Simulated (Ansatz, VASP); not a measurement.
Two plane-wave programs on Al3B2Sb

```xyz
6
Lattice="2.7302 0.0000 0.0000 0.0000 5.3891 3.1630 0.0000 -5.3891 3.1630" Properties=species:S:1:pos:R:3 pbc="T T T"
Al    0.0000    0.0000    2.7992
Al    0.0000   -2.4029    4.9140
Al    0.0000    2.4029    4.9140
B     1.3651    1.8041    3.1702
B     1.3651   -1.8041    3.1702
Sb    0.0000    0.0000    0.0094
```

Change from the starting cell: the structure that the rattled cell fell into.

Alike in both runs: task relaxation of cell and atoms; functional PBE; k mesh 14 × 8 × 8; occupations gaussian, width 0.1 eV; no spin polarisation.

|  | VASP | Ansatz |
| --- | --- | --- |
| version | VASP 6.6.1 | Ansatz 0.2.0 |
| potentials or method | VASP PAW PBE potentials, release 64 (Al, B, Sb), cutoff 600 eV | scalar-relativistic, plane waves, PAW |
| valence electrons in the cell | 20 | 30 |

Ansatz gave:

| Quantity | Value |
| --- | --- |
| gap on the k mesh at the Fermi level, each at its own relaxed structure (eV) | none |
| relaxed volume (Å³/atom) | 15.24 |
| relaxed length of the cell vector where the two differ most in proportion (Å) | 2.796 |

Task: What did VASP give for the same quantities?

Result: gap on the k mesh at the Fermi level, each at its own relaxed structure (eV): none; relaxed volume (Å³/atom): 15.23; relaxed length of the cell vector where the two differ most in proportion (Å): 2.798.

A gap of «none» marks a metal or a gap that the smearing closes. VASP's potentials hold 20 valence electrons a cell and Ansatz's 30, so a difference there can come from the potentials and not from the codes.

Spin-orbit coupling is off throughout. Noted on VASP's run: too few bands were computed for a metal, which touches its energy and stress.
